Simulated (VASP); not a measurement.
# Al8N in VASP: notebook

Runs on Al8N. Level: PBE. Tasks: single point.

Program: VASP 6.6.1. These are calculated values, not measurements. Logs are shortened: lines on timing, memory, paths and dates and some standing lists are left out, and cuts for length are marked.

### 1 The cell of the first run

The cell holds a slab with vacuum, 9 atoms: a = 2.854 Å, b = 2.854 Å, c = 33.476 Å, α = 90.00°, β = 90.00°, γ = 120.00°.

### 2 Single point, PBE

Input file INCAR:

```
SYSTEM = Al8N
PREC = Accurate
ENCUT = 520
EDIFF = 1E-6
ISMEAR = 0
SIGMA = 0.1
LREAL = .False.
LASPH = .True.
NELM = 60
ALGO = Normal
ISIF = 2
LWAVE = .False.
LCHARG = .True.
LDIPOL = .True.
IDIPOL = 3
DIPOL = 0.5 0.5 0.402
GGA = PE
LELF = .True.
LVHAR = .True.
LVACPOTAV = .True.
NBANDS = 24
```

Input file KPOINTS:

```
Automatic mesh
0
Gamma
  9 9 1
  0 0 0
```

Input file POSCAR:

```
Al8N
1.0
    2.8543223330      0.0000000000      0.0000000000
   -1.4271611665      2.4719156510      0.0000000000
    0.0000000000      0.0000000000     33.4760593533
Al N
8 1
Direct
    0.3333333333      0.6666666667      0.1194883770
    0.0000000000      0.0000000000      0.1895622803
    0.6666666667      0.3333333333      0.2596361837
    0.0000000000      0.0000000000      0.3297100869
    0.3333333333      0.6666666667      0.3992195594
    0.0000000000      0.0000000000      0.4696536480
    0.6666666667      0.3333333333      0.5400996810
    0.0000000000      0.0000000000      0.6116627748
    0.4444444444     -0.4444444444      0.7003828947
```

Potentials or basis: VASP PAW PBE potentials, release 64 (Al, N).

Command:

```sh
cat potpaw_PBE.64/Al/POTCAR potpaw_PBE.64/N/POTCAR > POTCAR
mpirun -np 1 vasp_std > vasp.out
```

OUTCAR:

```text
SYSTEM = Al8N
   PREC = Accurate
   ENCUT = 520
   EDIFF = 1E-6
   ISMEAR = 0
   LREAL = .False.
   LASPH = .True.
   NELM = 60
   ISIF = 2
   GGA = PE

 ion  position               nearest neighbor table
   1  0.333  0.667  0.119-   2 2.87   2 2.87   2 2.87
   2  0.000  0.000  0.190-   1 2.87   1 2.87   1 2.87   3 2.87   3 2.87   3 2.87
   3  0.667  0.333  0.260-   4 2.87   4 2.87   4 2.87   2 2.87   2 2.87   2 2.87
   4  0.000  0.000  0.330-   5 2.85   5 2.85   5 2.85   3 2.87   3 2.87   3 2.87
   5  0.333  0.667  0.399-   4 2.85   4 2.85   4 2.85   6 2.88   6 2.88   6 2.88
   6  0.000  0.000  0.470-   5 2.88   5 2.88   5 2.88   7 2.88   7 2.88   7 2.88
   7  0.667  0.333  0.540-   6 2.88   6 2.88   6 2.88   8 2.91   8 2.91   8 2.91
   8  0.000  0.000  0.612-   7 2.91   7 2.91   7 2.91
   9  0.444  0.556  0.700-

  LATTYP: Found a hexagonal cell.
 ALAT       =     2.8543223330
 C/A-ratio  =    11.7281986573

  Lattice vectors:

 A1 = (   2.8543223330,   0.0000000000,   0.0000000000)
 A2 = (  -1.4271611665,   2.4719156510,   0.0000000000)
 A3 = (   0.0000000000,   0.0000000000,  33.4760593533)

Analysis of symmetry for initial positions (statically):
=====================================================================
 Subroutine PRICEL returns:
 Original cell was already a primitive cell.

 Routine SETGRP: Setting up the symmetry group for a
 hexagonal supercell.

 Subroutine GETGRP returns: Found  2 space group operations
 (whereof  2 operations were pure point group operations)
 out of a pool of 24 trial point group operations.

The static configuration has the point symmetry C_1h.

Analysis of symmetry for dynamics (positions and initial velocities):
=====================================================================
 Subroutine PRICEL returns:
 Original cell was already a primitive cell.

 Routine SETGRP: Setting up the symmetry group for a
 hexagonal supercell.

 Subroutine GETGRP returns: Found  2 space group operations
 (whereof  2 operations were pure point group operations)
 out of a pool of 24 trial point group operations.

The dynamic configuration has the point symmetry C_1h.

 Subroutine INISYM returns: Found  2 space group operations
 (whereof  2 operations are pure point group operations),
 and found     1 'primitive' translations

----------------------------------------------------------------------------------------

                                     Primitive cell

  volume of cell :     236.1952

  direct lattice vectors                    reciprocal lattice vectors
     2.854322333  0.000000000  0.000000000     0.350345856  0.202272274  0.000000000
    -1.427161166  2.471915651  0.000000000     0.000000000  0.404544548  0.000000000
     0.000000000  0.000000000 33.476059353     0.000000000  0.000000000  0.029872094

  length of vectors
     2.854322333  2.854322333 33.476059353     0.404544548  0.404544548  0.029872094

  position of ions in fractional coordinates (direct lattice)
     0.333333333  0.666666667  0.119488377
     0.000000000  0.000000000  0.189562280
     0.666666667  0.333333333  0.259636184
     0.000000000  0.000000000  0.329710087
     0.333333333  0.666666667  0.399219559
     0.000000000  0.000000000  0.469653648
     0.666666667  0.333333333  0.540099681
     0.000000000  0.000000000  0.611662775
     0.444444444  0.555555556  0.700382895

  ion indices of the primitive-cell ions
   primitive index   ion index
                 1           1
                 2           2
                 3           3
                 4           4
                 5           5
                 6           6
                 7           7
                 8           8
                 9           9

----------------------------------------------------------------------------------------

 KPOINTS: Automatic mesh

Automatic generation of k-mesh.
 Grid dimensions read from file:
 generate k-points for:    9    9    1

 Generating k-lattice:

  Cartesian coordinates                     Fractional coordinates (reciprocal lattice)
     0.038927317  0.022474697  0.000000000     0.111111111 -0.000000000  0.000000000
     0.000000000  0.044949394  0.000000000     0.000000000  0.111111111  0.000000000
     0.000000000  0.000000000  0.029872094     0.000000000  0.000000000  1.000000000

  Length of vectors
     0.044949394  0.044949394  0.029872094

  Shift w.r.t. Gamma in fractional coordinates (k-lattice)
     0.000000000  0.000000000  0.000000000

 Subroutine IBZKPT returns following result:
 ===========================================

 Found     25 irreducible k-points:

 Following reciprocal coordinates:
            Coordinates               Weight
  0.000000  0.000000  0.000000      1.000000
  0.111111  0.000000  0.000000      4.000000
 -0.111111  0.111111  0.000000      2.000000
  0.222222  0.000000  0.000000      4.000000
 -0.222222  0.222222  0.000000      2.000000
  0.333333  0.000000  0.000000      4.000000
[... 16 lines left out ...]
 -0.222222 -0.444444  0.000000      4.000000
  0.444444  0.333333  0.000000      4.000000
   k-points           NKPTS =     25   k-points in BZ     NKDIM =     25   number of bands    NBANDS=     24
   number of dos      NEDOS =    301   number of ions     NIONS =      9
   total plane-waves  NPLWV = 144000
   dimension x,y,z NGX =    24 NGY =   24 NGZ =  250
   dimension x,y,z NGXF=    48 NGYF=   48 NGZF=  500
   ions per type =               8   1
   NGX,Y,Z   is equivalent  to a cutoff of  13.98, 13.98, 12.42 a.u.
   NGXF,Y,Z  is equivalent  to a cutoff of  27.96, 27.96, 24.83 a.u.
 SYSTEM =  Al8N
   PREC   = accura    normal or accurate (medium, high low for compatibility)
   ISTART =      0    job   : 0-new  1-cont  2-samecut
   ICHARG =      2    charge: 1-file 2-atom 10-const
   ISPIN  =      1    spin polarized calculation?
   LNONCOLLINEAR =      F non collinear calculations
   LSORBIT =      F    spin-orbit coupling
   LASPH  =      T    aspherical Exc in radial PAW
   ENCUT  =  520.0 eV  38.22 Ry    6.18 a.u.   5.31  5.31 62.24*2*pi/ulx,y,z
   NELM   =     60;   NELMIN=  2; NELMDL= -5     # of ELM steps
   EDIFF  = 0.1E-05   stopping-criterion for ELM
   LREAL  =      F    real-space projection
   EDIFFG = 0.1E-04   stopping-criterion for IOM
   NSW    =      0    number of steps for IOM
   IBRION =     -1    ionic relax: 0-MD 1-quasi-New 2-CG
   NFREE  =      0    steps in history (QN), initial steepest desc. (CG)
   ISIF   =      2    stress and relaxation
   ISYM   =      2    0-nonsym 1-usesym 2-fastsym
   POTIM  = 0.5000    time-step for ionic-motion
   TEBEG  =    0.0;   TEEND  =   0.0 temperature during run
   PSTRESS=    0.0 pullay stress
   NELECT =      29.0000    total number of electrons
   NUPDOWN=      -1.0000    fix difference up-down
   EMIN   =  10.00;   EMAX   =-10.00  energy-range for DOS
   EFERMI =   0.00;   METHOD = LEGACY
   ISMEAR =     0;   SIGMA  =   0.10  broadening in eV -4-tet -1-fermi 0-gaus
   EFERMI_NEDOS =   21; number of points for ismear=-14 and -15
   IALGO  =     38    algorithm
   IMIX   =      4    mixing-type and parameters
     AMIX     =   0.40;   BMIX     =  1.00
     AMIX_MAG =   1.60;   BMIX_MAG =  1.00
  volume/ion in A,a.u.               =      26.24       177.10
  Fermi-wavevector in a.u.,A,eV,Ry     =   0.813674  1.537621  9.007949  0.662066
  Thomas-Fermi vector in A             =   1.923442
   LORBIT       =      0    0 simple, 1 ext, 2 COOP (PROOUT), +10 PAW based schemes
   GGA     = PE    functional components
   LHFCALC =     F    Hartree Fock is set to
   AEXX    =    0.0000 exact exchange contribution
   IVDW    =     0    specifies the selected vdW correction
   LEPSILON=     F    determine dielectric tensor
   LRPA    =     F    only Hartree local field effects (RPA)
 non-spin polarized calculation
 Gauss-broadening in eV      SIGMA  =   0.10
  energy-cutoff  :      520.00
  volume of cell :      236.20
 maximum number of plane-waves:      6403
 NGX is ok and might be reduce to    24
   NGX = 11   NGY = 11   NGZ =125

 number of electron      29.0000000 magnetization

 dipolmoment           0.000000      0.000000      0.142066 electrons x Angstroem

 Free energy of the ion-electron system (eV)
  ---------------------------------------------------
  ext. energy  EPLUGINS =         0.00000000
  ---------------------------------------------------
  free energy    TOTEN  =       -31.66261497 eV

  energy without entropy =      -31.62272725  energy(sigma->0) =      -31.64267111

 E-fermi :   2.2492     XC(G=0):  -6.8584

 val. band max:        2.2400721853   @ k =   0.2222   0.1111   0.0000
 cond. band min:       2.2515847727   @ k =   0.4444   0.4444   0.0000
 fundamental gap:      0.0115125873
 Fermi energy:         2.2491586013

 k-point     1 :       0.0000    0.0000    0.0000
  band No.  band energies     occupation
      1     -10.4369      2.00000
      2      -8.8156      2.00000
      3      -8.4947      2.00000
      4      -8.0422      2.00000
      5      -7.3534      2.00000
      6      -6.5512      2.00000
[... 16 lines left out ...]
     23      10.9575      0.00000
     24      12.2775      0.00000

 k-point     2 :       0.1111    0.0000    0.0000
  band No.  band energies     occupation
      1     -10.3084      2.00000
      2      -8.5170      2.00000
      3      -8.1967      2.00000
      4      -7.7452      2.00000
      5      -7.0576      2.00000
      6      -6.2570      2.00000
[... 16 lines left out ...]
     23       9.8011      0.00000
     24      10.0349      0.00000
[... 565 lines left out ...]
     23       3.5903      0.00000
     24       3.8725      0.00000

 k-point    24 :       0.4444    0.3333    0.0000
  band No.  band energies     occupation
      1      -9.0474      2.00000
      2      -3.2517      2.00000
      3      -2.9429      2.00000
      4      -2.5125      2.00000
      5      -1.8601      2.00000
      6      -1.1211      2.00000
[... 16 lines left out ...]
     23       3.5628      0.00000
     24       3.8917      0.00000

 [... further k-points ...]

------------------------ aborting loop because EDIFF is reached ----------------------------------------

  FORCE on cell =-STRESS in cart. coord.  units (eV):
  Direction    XX          YY          ZZ          XY          YZ          ZX
  --------------------------------------------------------------------------------------
  -------------------------------------------------------------------------------------
  Total       -4.6039517     -4.8760035     -2.2414316     -0.2356037      0.0044875     -0.0077725
  in kB      -31.2298826    -33.0752852    -15.2042530     -1.5981655      0.0304397     -0.0527231
  external PRESSURE =     -26.5031402 kB  Pullay stress =       0.0000000 kB

 VOLUME and BASIS-vectors are now :
 -----------------------------------------------------------------------------
  energy-cutoff  :      520.00
  volume of cell :      236.20
      direct lattice vectors                 reciprocal lattice vectors
     2.854322333  0.000000000  0.000000000     0.350345856  0.202272274  0.000000000
    -1.427161166  2.471915651  0.000000000     0.000000000  0.404544548  0.000000000
     0.000000000  0.000000000 33.476059353     0.000000000  0.000000000  0.029872094

 POSITION                                       TOTAL-FORCE (eV/Angst)
 -----------------------------------------------------------------------------------
     -0.00000      1.64794      4.00000        -0.003444      0.001988     -0.095616
      0.00000      0.00000      6.34580         0.001314     -0.000759      0.043542
      1.42716      0.82397      8.69160         0.000157     -0.000091     -0.001749
      0.00000      0.00000     11.03739         0.001943     -0.001122     -0.099932
     -0.00000      1.64794     13.36430        -0.004599      0.002655      0.227533
      0.00000      0.00000     15.72215        -0.000523      0.000302     -0.099925
      1.42716      0.82397     18.08041         0.023349     -0.013481     -0.027723
      0.00000      0.00000     20.47606        -0.016585      0.009575      1.090103
      0.47572      1.37329     23.44606        -0.001613      0.000931     -1.036234
 -----------------------------------------------------------------------------------
    total drift:                               -0.000107      0.000061      0.000189

  FREE ENERGIE OF THE ION-ELECTRON SYSTEM (eV)
  ---------------------------------------------------
  free  energy   TOTEN  =       -31.6626149707 eV

  energy  without entropy=      -31.6227272450  energy(sigma->0) =      -31.64267111

 vacuum level on the upper side and lower side of the slab         9.973         6.330
```

Wall time 5.9 min (1 thread of Intel Xeon Platinum 8259CL at 2.50GHz (Skylake/Cascade Lake), shared host); peak memory 0.43 GiB.

What came out:

```
Free energy   : -31.6626 eV
Largest force : 1.090 eV/Å
```

Forces in eV/Å, atoms in the order of the input:
```
Al  -0.003  0.002 -0.096
Al   0.001 -0.001  0.044
Al   0.000  0.000 -0.002
Al   0.002 -0.001 -0.100
Al  -0.005  0.003  0.228
Al  -0.001  0.000 -0.100
Al   0.023 -0.013 -0.028
Al  -0.017  0.010  1.090
N   -0.002  0.001 -1.036
```

### 3 Single point, PBE

Input file INCAR:

```
SYSTEM = Al8N
ALGO = Normal
DIPOL = 0.5 0.5 0.397
EDIFF = 1E-6
ENCUT = 520
GGA = PE
IDIPOL = 3
ISIF = 2
ISMEAR = 0
LASPH = .True.
LCHARG = .True.
LDIPOL = .True.
LELF = .True.
LREAL = .False.
LVACPOTAV = .True.
LVHAR = .True.
LWAVE = .False.
NBANDS = 24
NELM = 60
PREC = Accurate
SIGMA = 0.1
```

Input file KPOINTS:

```
k-points
0
Gamma
  9 9 1
  0 0 0
```

Changes to POSCAR since step 2:

```diff
@@ -16,2 +16,2 @@
     0.0000000000      0.0000000000      0.6116627748
-    0.4444444444     -0.4444444444      0.7003828947
+    0.8888888889     -0.8888888889      0.6507952183
```

Potentials or basis: VASP PAW PBE potentials, release 64 (Al, N).

Command:

```sh
cat potpaw_PBE.64/Al/POTCAR potpaw_PBE.64/N/POTCAR > POTCAR
mpirun -np 1 vasp_std > vasp.out
```

Wall time 7.2 min (1 thread of Intel Xeon Platinum 8259CL at 2.50GHz (Skylake/Cascade Lake), shared host); peak memory 0.43 GiB.

It converged, with:

- Free energy: -31.2883 eV
- Largest force: 20.674 eV/Å

Forces on the atoms (eV/Å):
```
Al    0.001  -0.001  -0.032
Al   -0.008   0.005   0.044
Al    0.010  -0.006  -0.014
Al   -0.013   0.008  -0.057
Al    0.003  -0.001   0.190
Al   -0.003   0.002  -0.075
Al   -0.064   0.037   0.008
Al    8.339  -4.815 -18.295
N    -8.265   4.772  18.231
```

Levels at points of the mesh, in eV from the Fermi level:
| k point | band 11 | band 12 | band 13 | band 14 | band 15 | band 16 |
| --- | --- | --- | --- | --- | --- | --- |
| (0.00, 0.00, 0.00) | -1.95 | -0.72 | 0.50 | 0.91 | 1.05 | 2.36 |

(Continued in part 2 of 2.)
